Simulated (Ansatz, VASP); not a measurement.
**TiTe2 in VASP and in Ansatz**

```
Ti Te
1.0
     3.79988    0.00000    0.00000
    -1.89994    3.29079    0.00000
     0.00000    0.00000    6.90803
Ti Te
1 2
Direct
  0.00000 0.00000 0.00000
  0.66667 0.33333 0.24607
  0.33333 0.66667 0.75393
```

Alike in both runs: functional r2SCAN; k mesh 12 × 12 × 6; occupations gaussian, width 0.1 eV; no spin polarisation.

Ansatz relaxed the structure, and its values are those at the end. VASP's run is a single point on that final structure, the one shown.

|  | VASP | Ansatz |
| --- | --- | --- |
| version | VASP 6.6.1 | Ansatz 0.2.0 |
| potentials or method | VASP PAW PBE potentials, release 64 (Ti_sv, Te), cutoff 520 eV | scalar-relativistic, plane waves, PAW |
| valence electrons in the cell | 24 | 44 |

```tsv
	VASP	Ansatz	Ansatz less VASP
gap on the k mesh at the Fermi level (eV)	none	none	-
pressure (GPa)	0.1	0.0	-0.11
rms of the force components (eV/Å)	0.007	0.001	-0.0052
```

VASP's potentials were made for PBE, not for r2SCAN. A gap of «none» marks a metal or a gap that the smearing closes. VASP's potentials hold 24 valence electrons a cell and Ansatz's 44, so a difference there can come from the potentials and not from the codes.

Neither program's run includes spin-orbit coupling.
